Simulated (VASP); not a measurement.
# FeSi2 (Linzhiite) (P4/mmm) in VASP: single point with PBEsol

Aim: the single point of FeSi2 (Linzhiite) with PBEsol.

Program: VASP 6.6.1. These are calculated values, not measurements. Logs are shortened: lines on timing, memory, paths and dates and some standing lists are left out, and cuts for length are marked.

## 1. The cell of the first run

Symmetry: P4/mmm, No. 123, tetragonal system. Conventional cell: a = 2.677 Å, b = 2.677 Å, c = 5.114 Å, α = 90.00°, β = 90.00°, γ = 90.00°. Within 3.1 Å of Fe (site symmetry 4/mmm) lie 8 Si at 2.35 Å and 4 Fe at 2.68 Å. Within 3.1 Å of Si (site symmetry 4mm) lie 6 Si at 2.33 to 2.78 Å and 4 Fe at 2.35 Å.

## 2. Single point, PBEsol, collinear spin, ferromagnetic start

Input file INCAR:

```
ALGO = Normal
EDIFF = 1E-6
ENCUT = 520
GGA = PS
ISIF = 2
ISMEAR = -1
ISPIN = 2
LASPH = T
LCHARG = F
LMAXMIX = 4
LORBIT = 11
LREAL = F
LWAVE = F
MAGMOM = 3.5 0 0
NBANDS = 19
NELM = 150
PREC = Accurate
SIGMA = 0.15
```

Input file KPOINTS:

```
k-points
0
Gamma
  12 12 7
```

Input file POSCAR:

```
FeSi2
1.0
    2.6765299076      0.0000000000      0.0000000000
    0.0000000000      2.6765299076      0.0000000000
    0.0000000000      0.0000000000      5.1137277817
Fe Si
1 2
Direct
    0.0000000000      0.0000000000      0.0000000000
    0.5000000000      0.5000000000      0.2717373450
    0.5000000000      0.5000000000      0.7282626550
```

Potentials or basis: VASP PAW PBE potentials, release 64 (Fe, Si).

Launch:

```console
$ cat potpaw_PBE.64/Fe/POTCAR potpaw_PBE.64/Si/POTCAR > POTCAR
$ mpirun -np 1 vasp_std > vasp.out
```

OUTCAR:

```text
EDIFF = 1E-6
   ENCUT = 520
   GGA = PS
   ISIF = 2
   ISMEAR = -1
   ISPIN = 2
   LASPH = T
   LORBIT = 11
   LREAL = F
   NELM = 150
   PREC = Accurate

 ion  position               nearest neighbor table
   1  0.000  0.000  0.000-   2 2.35   3 2.35   2 2.35   3 2.35   2 2.35   3 2.35   2 2.35   3 2.35

   2  0.500  0.500  0.272-   3 2.33   1 2.35   1 2.35   1 2.35   1 2.35   3 2.78
   3  0.500  0.500  0.728-   2 2.33   1 2.35   1 2.35   1 2.35   1 2.35   2 2.78

  LATTYP: Found a simple tetragonal cell.
 ALAT       =     2.6765299076
 C/A-ratio  =     1.9105812220

  Lattice vectors:

 A1 = (   2.6765299076,   0.0000000000,   0.0000000000)
 A2 = (   0.0000000000,   2.6765299076,   0.0000000000)
 A3 = (   0.0000000000,   0.0000000000,   5.1137277817)

Analysis of symmetry for initial positions (statically):
=====================================================================
 Subroutine PRICEL returns:
 Original cell was already a primitive cell.

 Routine SETGRP: Setting up the symmetry group for a
 simple tetragonal supercell.

 Subroutine GETGRP returns: Found 16 space group operations
 (whereof 16 operations were pure point group operations)
 out of a pool of 16 trial point group operations.

The static configuration has the point symmetry D_4h.

Analysis of symmetry for dynamics (positions and initial velocities):
=====================================================================
 Subroutine PRICEL returns:
 Original cell was already a primitive cell.

 Routine SETGRP: Setting up the symmetry group for a
 simple tetragonal supercell.

 Subroutine GETGRP returns: Found 16 space group operations
 (whereof 16 operations were pure point group operations)
 out of a pool of 16 trial point group operations.

The dynamic configuration has the point symmetry D_4h.

Analysis of structural, dynamic, and magnetic symmetry:
=====================================================================
 Subroutine PRICEL returns:
 Original cell was already a primitive cell.

 Routine SETGRP: Setting up the symmetry group for a
 simple tetragonal supercell.

 Subroutine GETGRP returns: Found 16 space group operations
 (whereof 16 operations were pure point group operations)
 out of a pool of 16 trial point group operations.

The overall configuration has the point symmetry D_4h.

 Subroutine INISYM returns: Found 16 space group operations
 (whereof 16 operations are pure point group operations),
 and found     1 'primitive' translations

----------------------------------------------------------------------------------------
[... 117 lines left out ...]
  Fermi-wavevector in a.u.,A,eV,Ry     =   1.242093  2.347216 20.991011  1.542796
  Thomas-Fermi vector in A             =   2.376463
   LORBIT       =     11    0 simple, 1 ext, 2 COOP (PROOUT), +10 PAW based schemes
   GGA     = PS    functional components
   LHFCALC =     F    Hartree Fock is set to
   AEXX    =    0.0000 exact exchange contribution
   IVDW    =     0    specifies the selected vdW correction
   LEPSILON=     F    determine dielectric tensor
   LRPA    =     F    only Hartree local field effects (RPA)
 spin polarized calculation
  energy-cutoff  :      520.00
  volume of cell :       36.63
 maximum number of plane-waves:      1008
 NGX is ok and might be reduce to    20
   NGX =  9   NGY =  9   NGZ = 19

 number of electron      16.0000001 magnetization       0.0002651

 number of electron      16.0000001 magnetization      -0.0003725

 Free energy of the ion-electron system (eV)
  ---------------------------------------------------
  ext. energy  EPLUGINS =         0.00000000
  ---------------------------------------------------
  free energy    TOTEN  =       -21.99147991 eV

  energy without entropy =      -21.90952470  energy(sigma->0) =      -21.95050230

 E-fermi :   9.9710     XC(G=0): -12.1179

 val. band max:        9.9517546576   @ k =   0.3333   0.2500   0.0000
 cond. band min:       9.9949758706   @ k =   0.5000   0.3333   0.0000
 fundamental gap:      0.0432212130
 Fermi energy:         9.9710286288

 spin component 1

 k-point     1 :       0.0000    0.0000    0.0000
  band No.  band energies     occupation
      1      -3.9896      1.00000
      2       0.8097      1.00000
      3       1.9953      1.00000
      4       6.4212      1.00000
      5       8.3560      0.99998
      6       8.5256      0.99993
[... 517 lines left out ...]
     18      23.2723      0.00000
     19      23.9104      0.00000

 [... further k-points ...]

 spin component 2

 k-point     1 :       0.0000    0.0000    0.0000
  band No.  band energies     occupation
      1      -3.9896      1.00000
      2       0.8097      1.00000
      3       1.9953      1.00000
      4       6.4209      1.00000
      5       8.3558      0.99998
      6       8.5256      0.99993
[... 517 lines left out ...]
     18      23.2723      0.00000
     19      23.9104      0.00000

 [... further k-points ...]
[... 5 lines left out ...]
  --------------------------------------------------------------------------------------
  -------------------------------------------------------------------------------------
  Total        0.1679991      0.1679991     -0.0294615      0.0000000      0.0000000      0.0000000
  in kB        7.3474347      7.3474347     -1.2884979      0.0000000      0.0000000      0.0000000
  external PRESSURE =       4.4687905 kB  Pullay stress =       0.0000000 kB

 VOLUME and BASIS-vectors are now :
 -----------------------------------------------------------------------------
  energy-cutoff  :      520.00
  volume of cell :       36.63
      direct lattice vectors                 reciprocal lattice vectors
     2.676529908  0.000000000  0.000000000     0.373618093  0.000000000  0.000000000
     0.000000000  2.676529908  0.000000000     0.000000000  0.373618093  0.000000000
     0.000000000  0.000000000  5.113727782     0.000000000  0.000000000  0.195552060

 POSITION                                       TOTAL-FORCE (eV/Angst)
 -----------------------------------------------------------------------------------
      0.00000      0.00000      0.00000         0.000000      0.000000      0.000000
      1.33826      1.33826      1.38959         0.000000      0.000000      0.019329
      1.33826      1.33826      3.72414         0.000000     -0.000000     -0.019329
 -----------------------------------------------------------------------------------
    total drift:                               -0.000000      0.000000      0.000000

  FREE ENERGIE OF THE ION-ELECTRON SYSTEM (eV)
  ---------------------------------------------------
  free  energy   TOTEN  =       -21.9914799133 eV

  energy  without entropy=      -21.9095246966  energy(sigma->0) =      -21.95050230

 total charge

# of ion       s       p       d       tot
------------------------------------------
    1        0.470   0.708   6.712   7.890
    2        0.733   0.900   0.000   1.633
    3        0.733   0.900   0.000   1.633
--------------------------------------------------
tot          1.937   2.507   6.712  11.156

 magnetization (x)

# of ion       s       p       d       tot
------------------------------------------
    1        0.000   0.000  -0.000  -0.000
    2       -0.000  -0.000   0.000  -0.000
    3       -0.000  -0.000   0.000  -0.000
--------------------------------------------------
tot          0.000   0.000  -0.000  -0.000
```

stdout:

```text
POSCAR found type information on POSCAR FeSi
 POSCAR found :  2 types and       3 ions
 scaLAPACK will be used
 -----------------------------------------------------------------------------
|                                                                             |
|                                                                             |
|     You enforced a specific xc type in the INCAR file but a different       |
|     I HOPE YOU KNOW WHAT YOU ARE DOING!                                     |
|                                                                             |
 -----------------------------------------------------------------------------

 LDA part: xc-table for (Slater+PW92), standard interpolation
 POSCAR, INCAR and KPOINTS ok, starting setup
 FFT: planning ... GRIDC
 FFT: planning ... GRID_SOFT
 FFT: planning ... GRID
 WAVECAR not read
 entering main loop
```

Wall time 1.7 min (1 thread of Intel Xeon Platinum 8259CL at 2.50GHz (Skylake/Cascade Lake), shared host); peak memory 0.24 GiB.

What came out:

| Property | Result |
| --- | --- |
| Free energy | -21.9915 eV |
| Pressure | 0.4 GPa |
| Largest force | 0.019 eV/Å |
| Band gap on the k mesh | zero (filled and empty bands overlap) |
| Net moment | 0.00 μB per cell |
| Valence electrons inside the program's atomic spheres | Fe 7.89; Si 1.63 |

Forces on the atoms (eV/Å):
```
Fe   0.000  0.000  0.000
Si   0.000  0.000  0.019
Si   0.000  0.000 -0.019
```

Levels at points of the mesh, in eV from the Fermi level:
Spin up:
```csv
k point,band 6,band 7,band 8,band 9,band 10,band 11
"(0.00, 0.00, 0.00)",-1.45,-1.45,-0.56,4.68,4.68,6.58
"(0.50, 0.00, 0.00)",-3.15,-2.01,-1.03,0.17,1.55,2.36
"(0.50, 0.50, 0.00)",-3.20,-2.22,0.25,0.60,2.67,3.03
```
Spin down:
```tsv
k point	band 6	band 7	band 8	band 9	band 10	band 11
(0.00, 0.00, 0.00)	-1.45	-1.45	-0.56	4.68	4.68	6.58
(0.50, 0.00, 0.00)	-3.15	-2.01	-1.03	0.17	1.55	2.36
(0.50, 0.50, 0.00)	-3.20	-2.22	0.25	0.60	2.67	3.03
```

Caveat: the starting moments collapsed, and a magnetic state may lie lower; the PAW data sets were made with another functional, which shifts forces and pressure a little.
